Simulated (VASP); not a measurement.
# NaI (Fm-3m) in VASP: settings compared, part 2 of 2

VASP 6.6.1.

## Step 3: Relaxation of cell and atoms, PBEsol+D3(BJ)

Contents of INCAR:

```
PREC = Accurate
ENCUT = 600
EDIFF = 1E-6
ISMEAR = -1
SIGMA = 0.05
LREAL = False
LASPH = True
NELM = 100
ALGO = Normal
ISIF = 3
LWAVE = False
LCHARG = False
GGA = PS
IVDW = 12
IBRION = 2
NSW = 60
EDIFFG = -0.01
```

Contents of KPOINTS:

```
Automatic mesh
0
Gamma
  7 7 7
```

Contents of POSCAR:

```
NaI
1.0
    0.0000000000      3.2364000000      3.2364000000
    3.2364000000      0.0000000000      3.2364000000
    3.2364000000      3.2364000000      0.0000000000
I Na
1 1
Direct
    0.5000000000      0.5000000000      0.5000000000
    0.0000000000      0.0000000000      0.0000000000
```

Potentials or basis: VASP PAW PBE potentials, release 64 (I, Na_pv).

Started as:

```bash
> cat potpaw_PBE.64/I/POTCAR potpaw_PBE.64/Na_pv/POTCAR > POTCAR
> mpirun -np 1 vasp_std > vasp.out
```

OUTCAR:

```text
PREC = Accurate
   ENCUT = 600
   EDIFF = 1E-6
   ISMEAR = -1
   LREAL = False
   LASPH = True
   NELM = 100
   ISIF = 3
   GGA = PS
   IVDW = 12
   IBRION = 2
   NSW = 60
   EDIFFG = -0.01
 IVDW          = 12

 ion  position               nearest neighbor table
   1  0.500  0.500  0.500-
   2  0.000  0.000  0.000-

  LATTYP: Found a face centered cubic cell.
 ALAT       =     6.4728000000

  Lattice vectors:

 A1 = (   0.0000000000,   3.2364000000,   3.2364000000)
 A2 = (   3.2364000000,   0.0000000000,   3.2364000000)
 A3 = (   3.2364000000,   3.2364000000,   0.0000000000)

Analysis of symmetry for initial positions (statically):
=====================================================================
 Subroutine PRICEL returns:
 Original cell was already a primitive cell.

 Routine SETGRP: Setting up the symmetry group for a
 face centered cubic supercell.

 Subroutine GETGRP returns: Found 48 space group operations
 (whereof 48 operations were pure point group operations)
 out of a pool of 48 trial point group operations.

The static configuration has the point symmetry O_h .

Analysis of symmetry for dynamics (positions and initial velocities):
=====================================================================
 Subroutine PRICEL returns:
 Original cell was already a primitive cell.

 Routine SETGRP: Setting up the symmetry group for a
 face centered cubic supercell.

 Subroutine GETGRP returns: Found 48 space group operations
 (whereof 48 operations were pure point group operations)
 out of a pool of 48 trial point group operations.

The dynamic configuration has the point symmetry O_h .

 Subroutine INISYM returns: Found 48 space group operations
 (whereof 48 operations are pure point group operations),
 and found     1 'primitive' translations

----------------------------------------------------------------------------------------

                                     Primitive cell

  volume of cell :      67.7980

  direct lattice vectors                    reciprocal lattice vectors
     0.000000000  3.236400000  3.236400000    -0.154492646  0.154492646  0.154492646
     3.236400000  0.000000000  3.236400000     0.154492646 -0.154492646  0.154492646
     3.236400000  3.236400000  0.000000000     0.154492646  0.154492646 -0.154492646

  length of vectors
     4.576960773  4.576960773  4.576960773     0.267589113  0.267589113  0.267589113

  position of ions in fractional coordinates (direct lattice)
     0.500000000  0.500000000  0.500000000
     0.000000000  0.000000000  0.000000000

  ion indices of the primitive-cell ions
   primitive index   ion index
                 1           1
                 2           2

----------------------------------------------------------------------------------------

 KPOINTS: Automatic mesh

Automatic generation of k-mesh.
 Grid dimensions read from file:
 generate k-points for:    7    7    7

 Generating k-lattice:

  Cartesian coordinates                     Fractional coordinates (reciprocal lattice)
    -0.022070378  0.022070378  0.022070378     0.142857143  0.000000000  0.000000000
     0.022070378 -0.022070378  0.022070378     0.000000000  0.142857143  0.000000000
     0.022070378  0.022070378 -0.022070378     0.000000000  0.000000000  0.142857143

  Length of vectors
     0.038227016  0.038227016  0.038227016

  Shift w.r.t. Gamma in fractional coordinates (k-lattice)
     0.000000000  0.000000000  0.000000000

 Subroutine IBZKPT returns following result:
 ===========================================

 Found     20 irreducible k-points:

 Following reciprocal coordinates:
            Coordinates               Weight
  0.000000  0.000000  0.000000      1.000000
  0.142857  0.000000  0.000000      8.000000
  0.285714  0.000000  0.000000      8.000000
  0.428571  0.000000  0.000000      8.000000
  0.142857  0.142857  0.000000      6.000000
  0.285714  0.142857  0.000000     24.000000
[... 12 lines left out ...]
 -0.428571  0.428571  0.142857     24.000000
 -0.285714  0.428571  0.142857     24.000000
   k-points           NKPTS =     20   k-points in BZ     NKDIM =     20   number of bands    NBANDS=     11
   number of dos      NEDOS =    301   number of ions     NIONS =      2
   total plane-waves  NPLWV =  64000
   dimension x,y,z NGX =    40 NGY =   40 NGZ =   40
   dimension x,y,z NGXF=    80 NGYF=   80 NGZF=   80
   ions per type =               1   1
   NGX,Y,Z   is equivalent  to a cutoff of  14.53, 14.53, 14.53 a.u.
   NGXF,Y,Z  is equivalent  to a cutoff of  29.06, 29.06, 29.06 a.u.
 SYSTEM =  unknown system
   PREC   = accura    normal or accurate (medium, high low for compatibility)
   ISTART =      0    job   : 0-new  1-cont  2-samecut
   ICHARG =      2    charge: 1-file 2-atom 10-const
   ISPIN  =      1    spin polarized calculation?
   LNONCOLLINEAR =      F non collinear calculations
   LSORBIT =      F    spin-orbit coupling
   LASPH  =      T    aspherical Exc in radial PAW
   ENCUT  =  600.0 eV  44.10 Ry    6.64 a.u.   9.14  9.14  9.14*2*pi/ulx,y,z
   NELM   =    100;   NELMIN=  2; NELMDL= -5     # of ELM steps
   EDIFF  = 0.1E-05   stopping-criterion for ELM
   LREAL  =      F    real-space projection
   EDIFFG = -.1E-01   stopping-criterion for IOM
   NSW    =     60    number of steps for IOM
   IBRION =      2    ionic relax: 0-MD 1-quasi-New 2-CG
   NFREE  =      1    steps in history (QN), initial steepest desc. (CG)
   ISIF   =      3    stress and relaxation
   ISYM   =      2    0-nonsym 1-usesym 2-fastsym
   POTIM  = 0.5000    time-step for ionic-motion
   TEBEG  =    0.0;   TEEND  =   0.0 temperature during run
   PSTRESS=    0.0 pullay stress
   NELECT =      14.0000    total number of electrons
   NUPDOWN=      -1.0000    fix difference up-down
   EMIN   =  10.00;   EMAX   =-10.00  energy-range for DOS
   EFERMI =   0.00;   METHOD = LEGACY
   ISMEAR =    -1;   SIGMA  =   0.05  broadening in eV -4-tet -1-fermi 0-gaus
   EFERMI_NEDOS =   21; number of points for ismear=-14 and -15
   IALGO  =     38    algorithm
   IMIX   =      4    mixing-type and parameters
     AMIX     =   0.40;   BMIX     =  1.00
     AMIX_MAG =   1.60;   BMIX_MAG =  1.00
  volume/ion in A,a.u.               =      33.90       228.76
  Fermi-wavevector in a.u.,A,eV,Ry     =   0.967636  1.828567 12.739397  0.936319
  Thomas-Fermi vector in A             =   2.097538
   LORBIT       =      0    0 simple, 1 ext, 2 COOP (PROOUT), +10 PAW based schemes
   GGA     = PS    functional components
   LHFCALC =     F    Hartree Fock is set to
   AEXX    =    0.0000 exact exchange contribution
   IVDW    =    12    specifies the selected vdW correction
   LEPSILON=     F    determine dielectric tensor
   LRPA    =     F    only Hartree local field effects (RPA)
 conjugate gradient relaxation of ions
 non-spin polarized calculation
  energy-cutoff  :      600.00
  volume of cell :       67.80
 maximum number of plane-waves:      2281
 NGX is ok and might be reduce to    40
   NGX = 19   NGY = 19   NGZ = 19

--------------------------------------- Ionic step        1  -------------------------------------------

 number of electron      13.9999994 magnetization

 Free energy of the ion-electron system (eV)
  ---------------------------------------------------
  ext. energy  EPLUGINS =         0.00000000
  ---------------------------------------------------
  free energy    TOTEN  =        -5.66691543 eV

  energy without entropy =       -5.66691543  energy(sigma->0) =       -5.66691543

------------------------ aborting loop because EDIFF is reached ----------------------------------------

 Edisp (eV)   -0.49012

 E8    (eV) :    -0.3357

  FORCE on cell =-STRESS in cart. coord.  units (eV):
  Direction    XX          YY          ZZ          XY          YZ          ZX
  --------------------------------------------------------------------------------------
  -------------------------------------------------------------------------------------
  Total      -0.69333    -0.69333    -0.69333     0.00000     0.00000    -0.00000
  in kB     -16.38446   -16.38446   -16.38446     0.00000     0.00000    -0.00000
  external pressure =      -16.38 kB  Pullay stress =        0.00 kB
[... 101 lines left out ...]
  energy  without entropy=       -6.1936981202  energy(sigma->0) =       -6.19369812

--------------------------------------- Ionic step        4  -------------------------------------------

 number of electron      13.9999999 magnetization

 Free energy of the ion-electron system (eV)
  ---------------------------------------------------
  ext. energy  EPLUGINS =         0.00000000
  ---------------------------------------------------
  free energy    TOTEN  =        -5.65126039 eV

  energy without entropy =       -5.65126039  energy(sigma->0) =       -5.65126039

 E-fermi :   2.5806     XC(G=0):  -8.2671

 val. band max:        1.4705822492   @ k =   0.0000   0.0000   0.0000
 cond. band min:       5.2592463872   @ k =   0.0000   0.0000   0.0000
 fundamental gap:      3.7886641380
 Fermi energy:         2.5806202824

 k-point     1 :       0.0000    0.0000    0.0000
  band No.  band energies     occupation
      1     -20.6847      2.00000
      2     -20.6847      2.00000
      3     -20.6847      2.00000
      4      -9.8780      2.00000
      5       1.4706      2.00000
      6       1.4706      2.00000
      7       1.4706      2.00000
      8       5.2592      0.00000
      9       9.3016      0.00000
     10       9.3016      0.00000
     11       9.3016      0.00000
[... 297 lines left out ...]
  FREE ENERGIE OF THE ION-ELECTRON SYSTEM (eV)
  ---------------------------------------------------
  free  energy   TOTEN  =        -6.1938161813 eV

  energy  without entropy=       -6.1938161813  energy(sigma->0) =       -6.19381618

 reached required accuracy - stopping structural energy minimisation
```

OSZICAR:

```text
N       E                     dE             d eps       ncg     rms          rms(c)
DAV:   1     0.802122170951E+02    0.80212E+02   -0.72707E+03   440   0.126E+03
DAV:   2     0.116614605749E+01   -0.79046E+02   -0.73840E+02   473   0.245E+02
DAV:   3    -0.553465252944E+01   -0.67008E+01   -0.66566E+01   551   0.733E+01
[... 37 lines left out ...]
DAV:   3    -0.565128943246E+01    0.63938E-03   -0.15979E-03   494   0.446E-01    0.703E-02
DAV:   4    -0.565128395729E+01    0.54752E-05   -0.22868E-05   488   0.541E-02    0.721E-02
DAV:   5    -0.565127176609E+01    0.12191E-04   -0.13789E-06   339   0.169E-02    0.196E-02
DAV:   6    -0.565126039786E+01    0.11368E-04   -0.16416E-05   497   0.603E-02    0.464E-02
DAV:   7    -0.565126038834E+01    0.95226E-08   -0.25723E-07   226   0.554E-03
   4 F= -.61938162E+01 E0= -.61938162E+01  d E =-.367830E-01
```

Run time: 87 s. Hardware: 1 thread of Intel Xeon 8259CL, shared host; peak memory 0.26 GiB.

Results:

- Free energy: -6.1938 eV
- Relaxed volume: 30.62 Å³/atom
- Relaxed cell: a = 4.424 Å, b = 4.424 Å, c = 4.424 Å, α = 60.00°, β = 60.00°, γ = 60.00°
- Space group after relaxing (to 0.1 Å): Fm-3m (No. 225)
- Energy gained by relaxing: 18.4 meV/atom
- Ionic steps: 4
- Pressure after relaxing: 0.0 GPa
- Band gap on the k mesh: 3.79 eV
- Dispersion energy per atom: -0.271 eV

The path:
| step | energy change (eV) | largest force (eV/Å) | pressure (GPa) | volume (Å³) |
| --- | --- | --- | --- | --- |
| 1 | 0.0000 | 0.0000 | -1.64 | 67.80 |
| 2 | -0.0272 | 0.0000 | -0.92 | 64.45 |
| 3 | -0.0367 | 0.0000 | -0.12 | 61.62 |
| 4 | -0.0368 | 0.0000 | 0.02 | 61.24 |

Final structure:
```
I Na
1.0
     0.00000    3.12843    3.12843
     3.12843    0.00000    3.12843
     3.12843    3.12843    0.00000
I Na
1 1
Direct
  0.50000 0.50000 0.50000
  0.00000 0.00000 0.00000
```

Caveat: the PAW data sets were made with another functional, which shifts forces and pressure a little; spin-orbit coupling is left out, which moves the levels of the heavy elements.

## Step 4: Relaxation of cell and atoms, PBEsol+D4

Contents of INCAR:

```
PREC = Accurate
ENCUT = 600
EDIFF = 1E-7
ISMEAR = -1
SIGMA = 0.05
LREAL = F
LASPH = T
NELM = 60
ALGO = Normal
ISIF = 3
LWAVE = F
LCHARG = F
GGA = PS
IVDW = 13
IBRION = 2
NSW = 60
EDIFFG = -0.01
```

KPOINTS is that of step 3.

POSCAR is that of step 3.

Started as:

```bash
> cat potpaw_PBE.64/I/POTCAR potpaw_PBE.64/Na_pv/POTCAR > POTCAR
> mpirun -np 1 vasp_std > vasp.out
```

Run time: 76 s. Hardware: 1 thread of Intel Xeon 8259CL, shared host; peak memory 0.25 GiB.

It converged, with:

- Free energy: -5.8702 eV
- Relaxed volume: 32.04 Å³/atom
- Relaxed cell: a = 4.492 Å, b = 4.492 Å, c = 4.492 Å, α = 60.00°, β = 60.00°, γ = 60.00°
- Space group after relaxing (to 0.1 Å): Fm-3m (No. 225)
- Energy gained by relaxing: 5.6 meV/atom
- Ionic steps: 3
- Pressure after relaxing: 0.0 GPa
- Band gap on the k mesh: 3.65 eV
- Dispersion energy per atom: -0.101 eV

Step by step:
```tsv
step	energy change (eV)	largest force (eV/Å)	pressure (GPa)	volume (Å³)
1	0.0000	0.0000	-0.91	67.80
2	-0.0083	0.0000	-0.50	65.93
3	-0.0113	0.0000	-0.01	64.08
```

Final structure:
```cif
data_structure
_symmetry_space_group_name_H-M 'P 1'
_symmetry_Int_Tables_number 1
_cell_length_a 4.4918
_cell_length_b 4.4918
_cell_length_c 4.4918
_cell_angle_alpha 60.000
_cell_angle_beta 60.000
_cell_angle_gamma 60.000
_cell_volume 64.08
loop_
_atom_site_label
_atom_site_type_symbol
_atom_site_fract_x
_atom_site_fract_y
_atom_site_fract_z
_atom_site_occupancy
I1 I 0.50000 0.50000 0.50000 1
Na1 Na 0.00000 0.00000 0.00000 1
```

Levels at points of the mesh, in eV from the valence-band top:
```csv
k point,band 5,band 6,band 7,band 8,band 9,band 10
"(0.00, 0.00, 0.00)",0.00,0.00,0.00,3.66,7.84,7.84
```

Caveat: the PAW data sets were made with another functional, which shifts forces and pressure a little; spin-orbit coupling is left out, which moves the levels of the heavy elements. A hybrid or GW would open this gap; PBEsol tends to underestimate it.

## Step 5: Summary

| level | gap on the mesh (eV) | pressure (GPa) | relaxed volume (Å³/atom) |
| --- | --- | --- | --- |
| PBEsol | 3.58 | 0.0 | 32.95 |
| PBEsol+D3(BJ) | 3.79 | 0.0 | 30.62 |
| PBEsol+D4 | 3.65 | 0.0 | 32.04 |

Alike in all rows: task relaxation of cell and atoms; potentials or basis VASP PAW PBE potentials, release 64 (I, Na_pv); no spin polarisation; cell relaxed; k mesh 7 × 7 × 7; cutoff (eV) 600; smearing fermi-dirac 0.05 eV.

Caveats: the PAW data sets were made with another functional, which shifts forces and pressure a little; spin-orbit coupling is left out, which moves the levels of the heavy elements.

Absolute energies hang on the potentials; compare differences alone.
